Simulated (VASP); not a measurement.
# SiC (lda) (Imm2) in VASP: a series of runs

SiC (lda) is run at these levels: LDA; tasks: single point.

Everything below comes from runs of VASP 6.6.1. Logs are shortened: lines on timing, memory, paths and dates and some standing lists are left out, and cuts for length are marked.

## Step 1: The cell of the first run

It takes space group Imm2 (No. 44, orthorhombic). The conventional cell has a = 3.043 Å, b = 3.092 Å, c = 4.372 Å, α = 90.00°, β = 90.00°, γ = 90.00°. Within 2.5 Å of Si (site symmetry mm2) lie 4 C at 1.88 to 1.89 Å. C (site symmetry mm2) has 4 Si at 1.88 to 1.89 Å within 2.5 Å.

## Step 2: Single point, LDA (strained cell)

File INCAR:

```
PREC = Accurate ; ENCUT = 600
EDIFF = 1E-6 ; ISMEAR = 0
SIGMA = 0.02 ; LREAL = False
LASPH = True ; NELM = 120
ALGO = Normal ; ISIF = 2
LWAVE = False ; LCHARG = False
GGA = CA ; NBANDS = 11
GGA_COMPAT = False
```

File KPOINTS:

```
regular mesh
0
Gamma
  10 10 10
```

File POSCAR:

```
SiC
1.0
   -0.0173162677      2.1688625294      2.1861787971
    2.1688625294     -0.0173162677      2.1861787971
    2.1515462617      2.1515462617      0.0000000000
Si C
1 1
Direct
   -0.0007579883     -0.0007579883      0.0007579883
    0.2507579883      0.2507579883      0.2492420117
```

Potentials or basis: VASP PAW LDA potentials, release 64 (Si, C).

Command:

```
cat potpaw_LDA.64/Si/POTCAR potpaw_LDA.64/C/POTCAR > POTCAR
mpirun -np 1 vasp_std > vasp.out
```

OUTCAR:

```text
PREC = Accurate
   ENCUT = 600
   EDIFF = 1E-6
   ISMEAR = 0
   LREAL = False
   LASPH = True
   NELM = 120
   ISIF = 2
   GGA = CA

 ion  position               nearest neighbor table
   1  0.999  0.999  0.001-   2 1.88   2 1.88   2 1.89   2 1.89
   2  0.251  0.251  0.249-   1 1.88   1 1.88   1 1.89   1 1.89

  LATTYP: Found a body centered orthorhombic cell.
 ALAT       =     3.0427459034
 B/A-ratio  =     1.0160965795
 C/A-ratio  =     1.4369775634

  Lattice vectors:

 A1 = (   0.0173162677,  -2.1688625294,  -2.1861787971)
 A2 = (  -0.0173162677,   2.1688625294,  -2.1861787971)
 A3 = (   2.1688625294,  -0.0173162677,   2.1861787971)

Analysis of symmetry for initial positions (statically):
=====================================================================
 Subroutine PRICEL returns:
 Original cell was already a primitive cell.

 Routine SETGRP: Setting up the symmetry group for a
 body centered orthorhombic supercell.

 Subroutine GETGRP returns: Found  4 space group operations
 (whereof  4 operations were pure point group operations)
 out of a pool of  8 trial point group operations.

The static configuration has the point symmetry C_2v.

Analysis of symmetry for dynamics (positions and initial velocities):
=====================================================================
 Subroutine PRICEL returns:
 Original cell was already a primitive cell.

 Routine SETGRP: Setting up the symmetry group for a
 body centered orthorhombic supercell.

 Subroutine GETGRP returns: Found  4 space group operations
 (whereof  4 operations were pure point group operations)
 out of a pool of  8 trial point group operations.

The dynamic configuration has the point symmetry C_2v.

 Subroutine INISYM returns: Found  4 space group operations
 (whereof  4 operations are pure point group operations),
 and found     1 'primitive' translations

----------------------------------------------------------------------------------------

                                     Primitive cell

  volume of cell :      20.5661

  direct lattice vectors                    reciprocal lattice vectors
    -0.017316268  2.168862529  2.186178797    -0.228709564  0.228709564  0.228709564
     2.168862529 -0.017316268  2.186178797     0.228709564 -0.228709564  0.228709564
     2.151546262  2.151546262  0.000000000     0.232391006  0.232391006 -0.228709564

  length of vectors
     3.079552282  3.079552282  3.042745903     0.396136585  0.396136585  0.400398831

  position of ions in fractional coordinates (direct lattice)
     0.999242012  0.999242012  0.000757988
     0.250757988  0.250757988  0.249242012

  ion indices of the primitive-cell ions
   primitive index   ion index
                 1           1
                 2           2

----------------------------------------------------------------------------------------

 KPOINTS: regular mesh

Automatic generation of k-mesh.
 Grid dimensions read from file:
 generate k-points for:   10   10   10

 Generating k-lattice:

  Cartesian coordinates                     Fractional coordinates (reciprocal lattice)
    -0.022870956  0.022870956  0.022870956     0.100000000  0.000000000  0.000000000
     0.022870956 -0.022870956  0.022870956     0.000000000  0.100000000  0.000000000
     0.023239101  0.023239101 -0.022870956     0.000000000  0.000000000  0.100000000

  Length of vectors
     0.039613659  0.039613659  0.040039883

  Shift w.r.t. Gamma in fractional coordinates (k-lattice)
     0.000000000  0.000000000  0.000000000

 Subroutine IBZKPT returns following result:
 ===========================================

 Found    171 irreducible k-points:

 Following reciprocal coordinates:
            Coordinates               Weight
  0.000000  0.000000  0.000000      1.000000
  0.100000  0.000000  0.000000      4.000000
  0.200000  0.000000  0.000000      4.000000
  0.300000  0.000000  0.000000      4.000000
  0.400000  0.000000  0.000000      4.000000
  0.500000  0.000000  0.000000      2.000000
[... 16 lines left out ...]
  0.300000  0.300000  0.000000      2.000000
  0.400000  0.300000  0.000000      4.000000
 [... further k-points ...]
   k-points           NKPTS =    171   k-points in BZ     NKDIM =    171   number of bands    NBANDS=     11
   number of dos      NEDOS =    301   number of ions     NIONS =      2
   total plane-waves  NPLWV =  18816
   dimension x,y,z NGX =    28 NGY =   28 NGZ =   24
   dimension x,y,z NGXF=    56 NGYF=   56 NGZF=   48
   ions per type =               1   1
   NGX,Y,Z   is equivalent  to a cutoff of  15.12, 15.12, 13.11 a.u.
   NGXF,Y,Z  is equivalent  to a cutoff of  30.23, 30.23, 26.23 a.u.
 SYSTEM =  unknown system
   PREC   = accura    normal or accurate (medium, high low for compatibility)
   ISTART =      0    job   : 0-new  1-cont  2-samecut
   ICHARG =      2    charge: 1-file 2-atom 10-const
   ISPIN  =      1    spin polarized calculation?
   LNONCOLLINEAR =      F non collinear calculations
   LSORBIT =      F    spin-orbit coupling
   LASPH  =      T    aspherical Exc in radial PAW
   ENCUT  =  600.0 eV  44.10 Ry    6.64 a.u.   6.15  6.15  6.08*2*pi/ulx,y,z
   NELM   =    120;   NELMIN=  2; NELMDL= -5     # of ELM steps
   EDIFF  = 0.1E-05   stopping-criterion for ELM
   LREAL  =      F    real-space projection
   EDIFFG = 0.1E-04   stopping-criterion for IOM
   NSW    =      0    number of steps for IOM
   IBRION =     -1    ionic relax: 0-MD 1-quasi-New 2-CG
   NFREE  =      0    steps in history (QN), initial steepest desc. (CG)
   ISIF   =      2    stress and relaxation
   ISYM   =      2    0-nonsym 1-usesym 2-fastsym
   POTIM  = 0.5000    time-step for ionic-motion
   TEBEG  =    0.0;   TEEND  =   0.0 temperature during run
   PSTRESS=    0.0 pullay stress
   NELECT =       8.0000    total number of electrons
   NUPDOWN=      -1.0000    fix difference up-down
   EMIN   =  10.00;   EMAX   =-10.00  energy-range for DOS
   EFERMI =   0.00;   METHOD = LEGACY
   ISMEAR =     0;   SIGMA  =   0.02  broadening in eV -4-tet -1-fermi 0-gaus
   EFERMI_NEDOS =   21; number of points for ismear=-14 and -15
   IALGO  =     38    algorithm
   IMIX   =      4    mixing-type and parameters
     AMIX     =   0.40;   BMIX     =  1.00
     AMIX_MAG =   1.60;   BMIX_MAG =  1.00
  volume/ion in A,a.u.               =      10.28        69.39
  Fermi-wavevector in a.u.,A,eV,Ry     =   1.195054  2.258324 19.431211  1.428154
  Thomas-Fermi vector in A             =   2.331029
   LORBIT       =      0    0 simple, 1 ext, 2 COOP (PROOUT), +10 PAW based schemes
   GGA     = CA    functional components
   LHFCALC =     F    Hartree Fock is set to
   AEXX    =    0.0000 exact exchange contribution
   IVDW    =     0    specifies the selected vdW correction
   LEPSILON=     F    determine dielectric tensor
   LRPA    =     F    only Hartree local field effects (RPA)
 non-spin polarized calculation
 Gauss-broadening in eV      SIGMA  =   0.02
  energy-cutoff  :      600.00
  volume of cell :       20.57
 maximum number of plane-waves:       701
 NGX is ok and might be reduce to    28
   NGX = 13   NGY = 13   NGZ = 13

 number of electron       8.0000000 magnetization

 Free energy of the ion-electron system (eV)
  ---------------------------------------------------
  ext. energy  EPLUGINS =         0.00000000
  ---------------------------------------------------
  free energy    TOTEN  =       -16.63779897 eV

  energy without entropy =      -16.63779897  energy(sigma->0) =      -16.63779897

 E-fermi :   8.3131     XC(G=0): -11.5827

 val. band max:        8.2304584087   @ k =   0.0000   0.0000   0.0000
 cond. band min:       9.4059312204   @ k =   0.5000   0.0000   0.5000
 fundamental gap:      1.1754728117
 Fermi energy:         8.3130570125

 k-point     1 :       0.0000    0.0000    0.0000
  band No.  band energies     occupation
      1      -7.2330      2.00000
      2       8.0704      2.00000
      3       8.0921      2.00000
      4       8.2305      2.00000
      5      14.4262      0.00000
      6      15.1876      0.00000
      7      15.4481      0.00000
      8      15.5317      0.00000
      9      22.4994      0.00000
     10      22.7520      0.00000
     11      24.3940      0.00000

 k-point     2 :       0.1000    0.0000    0.0000
  band No.  band energies     occupation
      1      -7.0384      2.00000
      2       7.0645      2.00000
      3       7.9535      2.00000
      4       8.1010      2.00000
      5      14.7321      0.00000
      6      15.4745      0.00000
      7      15.6469      0.00000
      8      15.7664      0.00000
      9      21.5500      0.00000
     10      21.8200      0.00000
     11      24.2735      0.00000

 k-point     3 :       0.2000    0.0000    0.0000
  band No.  band energies     occupation
      1      -6.4628      2.00000
      2       4.9420      2.00000
      3       7.6514      2.00000
      4       7.8031      2.00000
      5      14.4230      0.00000
      6      15.9083      0.00000
      7      16.1180      0.00000
      8      16.8116      0.00000
      9      20.8874      0.00000
     10      21.1607      0.00000
     11      23.4333      0.00000

 k-point     4 :       0.3000    0.0000    0.0000
  band No.  band energies     occupation
      1      -5.5401      2.00000
      2       2.6299      2.00000
      3       7.3403      2.00000
      4       7.4948      2.00000
      5      14.0222      0.00000
      6      15.7813      0.00000
      7      16.0002      0.00000
      8      17.7955      0.00000
      9      21.6862      0.00000
     10      21.9416      0.00000
     11      23.1563      0.00000

 k-point     5 :       0.4000    0.0000    0.0000
  band No.  band energies     occupation
      1      -4.3917      2.00000
      2       0.5716      2.00000
      3       7.1250      2.00000
      4       7.2807      2.00000
      5      13.7580      0.00000
      6      15.4167      0.00000
      7      15.6437      0.00000
      8      18.1064      0.00000
      9      23.5449      0.00000
     10      23.7109      0.00000
     11      23.8044      0.00000
[... 211 lines left out ...]
 k-point    21 :      -0.3000    0.2000    0.0000
  band No.  band energies     occupation
      1      -4.1692      2.00000
      2       1.6790      2.00000
      3       4.2292      2.00000
      4       7.0929      2.00000
      5      13.8330      0.00000
      6      16.4504      0.00000
      7      16.9560      0.00000
      8      18.3285      0.00000
      9      20.9723      0.00000
     10      23.3060      0.00000
     11      26.9191      0.00000

 k-point    22 :      -0.2000    0.2000    0.0000
  band No.  band energies     occupation
      1      -5.2322      2.00000
      2       3.3136      2.00000
      3       4.7987      2.00000
      4       7.6004      2.00000
      5      14.7623      0.00000
      6      16.3022      0.00000
      7      16.5767      0.00000
      8      17.1588      0.00000
      9      19.8088      0.00000
     10      23.3155      0.00000
     11      26.9909      0.00000

 k-point    23 :       0.3000    0.3000    0.0000
  band No.  band energies     occupation
      1      -4.9601      2.00000
      2       3.7657      2.00000
      3       5.6685      2.00000
      4       5.9333      2.00000
      5      11.2371      0.00000
      6      13.7270      0.00000
      7      19.5402      0.00000
      8      19.6253      0.00000
      9      20.4014      0.00000
     10      25.2904      0.00000
     11      29.7340      0.00000

 k-point    24 :       0.4000    0.3000    0.0000
  band No.  band energies     occupation
      1      -4.0858      2.00000
      2       2.5196      2.00000
      3       4.8857      2.00000
      4       5.6763      2.00000
      5      11.0055      0.00000
      6      13.6878      0.00000
      7      19.6455      0.00000
      8      20.0240      0.00000
      9      21.7357      0.00000
     10      26.2207      0.00000
     11      29.2694      0.00000

 [... further k-points ...]

------------------------ aborting loop because EDIFF is reached ----------------------------------------

  FORCE on cell =-STRESS in cart. coord.  units (eV):
  Direction    XX          YY          ZZ          XY          YZ          ZX
  --------------------------------------------------------------------------------------
  -------------------------------------------------------------------------------------
  Total       -0.2726481     -0.2726481     -0.5502416      0.5109981      0.0000000      0.0000000
  in kB      -21.2403146    -21.2403146    -42.8659035     39.8086828      0.0000000      0.0000000
  external PRESSURE =     -28.4488442 kB  Pullay stress =       0.0000000 kB

 VOLUME and BASIS-vectors are now :
 -----------------------------------------------------------------------------
  energy-cutoff  :      600.00
  volume of cell :       20.57
      direct lattice vectors                 reciprocal lattice vectors
    -0.017316268  2.168862529  2.186178797    -0.228709564  0.228709564  0.228709564
     2.168862529 -0.017316268  2.186178797     0.228709564 -0.228709564  0.228709564
     2.151546262  2.151546262  0.000000000     0.232391006  0.232391006 -0.228709564

 POSITION                                       TOTAL-FORCE (eV/Angst)
 -----------------------------------------------------------------------------------
      2.15155      2.15155      4.36904         0.000000      0.000000     -0.000412
      1.07577      1.07577      1.09640         0.000000      0.000000      0.000412
 -----------------------------------------------------------------------------------
    total drift:                                0.000001      0.000001     -0.000321

  FREE ENERGIE OF THE ION-ELECTRON SYSTEM (eV)
  ---------------------------------------------------
  free  energy   TOTEN  =       -16.6377989657 eV

  energy  without entropy=      -16.6377989657  energy(sigma->0) =      -16.63779897
```

Wall time 16 s (1 thread of Intel Xeon 6975P-C (Granite Rapids), shared host); peak memory 0.16 GiB.

Results:

```yaml
Free_energy: -16.6378 eV
Pressure: -2.8 GPa
Band_gap_on_the_k_mesh: 1.18 eV, indirect (least direct gap 4.34 eV)
```

Stress tensor (GPa, compression positive):
```
-2.12  3.98  0.00
 3.98 -2.12  0.00
 0.00  0.00 -4.29
```

Caveat: the cell differs from its parent crystal (strained cell). A k mesh can miss the band edges.

(Continued in part 2 of 2.)
